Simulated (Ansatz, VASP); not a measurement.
# One calculation of AlB3As4, two programs

```
Al B As
1.0
     3.61301    0.00000    0.00000
    -1.80650    3.12896    0.00000
     0.00000    0.00000   11.87573
Al B As
1 3 4
Direct
  0.33333 0.66667 0.00034
  0.33333 0.66667 0.50034
  0.66667 0.33333 0.25034
  0.66667 0.33333 0.75034
  0.33333 0.66667 0.18766
  0.33333 0.66667 0.68766
  0.66667 0.33333 0.43766
  0.66667 0.33333 0.93766
```

Alike in both runs: task relaxation of cell and atoms; functional PBE; k mesh 6 × 6 × 2; occupations gaussian, width 0.1 eV; no spin polarisation.

```csv
,VASP,Ansatz
version,VASP 6.6.1,Ansatz 0.2.0
potentials or method,"VASP PAW PBE potentials, release 64 (Al, B, As), cutoff 600 eV","scalar-relativistic, plane waves, PAW"
valence electrons in the cell,32,72
```

|  | VASP | Ansatz | Ansatz less VASP |
| --- | --- | --- | --- |
| gap on the k mesh at the Fermi level, each at its own relaxed structure (eV) | none | none | - |
| relaxed volume (Å³/atom) | 16.12 | 16.04 | -0.074 |
| relaxed cell length with the largest relative difference (Å) | 3.527 | 3.520 | -0.0066 |

A gap of «none» marks a metal or a gap that the smearing closes. VASP's potentials hold 32 valence electrons a cell and Ansatz's 72, so a difference there can come from the potentials and not from the codes.
